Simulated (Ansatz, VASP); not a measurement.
**Al in VASP and in Ansatz**

Contents of INCAR:

```
PREC     = Accurate       # precision mode
ENCUT    = 520            # plane-wave cutoff, eV
EDIFF    = 1E-7           # SCF threshold, eV
ISMEAR   = 0              # smearing method
SIGMA    = 0.1            # smearing width, eV
LREAL    = F              # projectors in reciprocal space
LASPH    = T              # aspherical terms in the spheres
NELM     = 100            # most SCF steps
ALGO     = Normal         # electronic algorithm
ISIF     = 2              # what is computed and relaxed
LWAVE    = F              # write WAVECAR
LCHARG   = F              # write CHGCAR
GGA      = PE             # functional
NBANDS   = 12             # bands
```

The input KPOINTS:

```
regular mesh
0
Gamma
  8 8 8
```

POSCAR

```
Al
1.0
   -1.4240770500      2.0445978800      4.2651814900
    1.4240770500     -2.0445978800      4.2651814900
    1.4240770500      2.0445978800     -4.2651814900
Al
3
Direct
    0.0000000000      0.0000000000      0.0000000000
    0.3347968800      0.3347968800      0.0000000000
    0.6652031200      0.6652031200      0.0000000000
```

Input for Ansatz:

```yaml
crystal:
  lattice:
    - [-1.42407705, 2.04459788, 4.26518149]
    - [1.42407705, -2.04459788, 4.26518149]
    - [1.42407705, 2.04459788, -4.26518149]
  atoms:
    - { symbol: Al, position: [0.0, 0.0, 0.0] }
    - { symbol: Al, position: [0.33479688, 0.33479688, 0.0] }
    - { symbol: Al, position: [0.66520312, 0.66520312, 0.0] }
basis:
  ecutwfc: 420
kpoints:
  mp_grid: { grid: [8, 8, 8] }
hamiltonian:
  xc: pbe
scf:
  occupations: { method: gaussian, width: 0.1 }
  lower_state_search: "off"
output:
  forces: true
  stress: true
  eigenvalues: true
```

Alike in both runs: task single point; functional PBE; k mesh 8 × 8 × 8; occupations gaussian, width 0.1 eV; no spin polarisation.

```csv
,VASP,Ansatz
version,VASP 6.6.1,Ansatz 0.2.0
potentials or method,"VASP PAW PBE potentials, release 64 (Al), cutoff 520 eV","scalar-relativistic, plane waves, PAW"
valence electrons in the cell,9,9
```

Ansatz gave:

```
gap on the k mesh at the Fermi level (eV)                     : none
pressure (GPa)                                                : -0.3
traceless stress, the component that is largest in VASP (GPa) : 2.78
rms of the force components (eV/Å)                            : 0.042
```

**Question.** Estimate VASP's values.

**Answer.** gap on the k mesh at the Fermi level (eV): none; pressure (GPa): -0.4; traceless stress, the component that is largest in VASP (GPa): 2.78; rms of the force components (eV/Å): 0.042.

Atom by atom the forces differ by 0.000 eV/Å (rms over components). A gap of «none» marks a metal or a gap that the smearing closes.
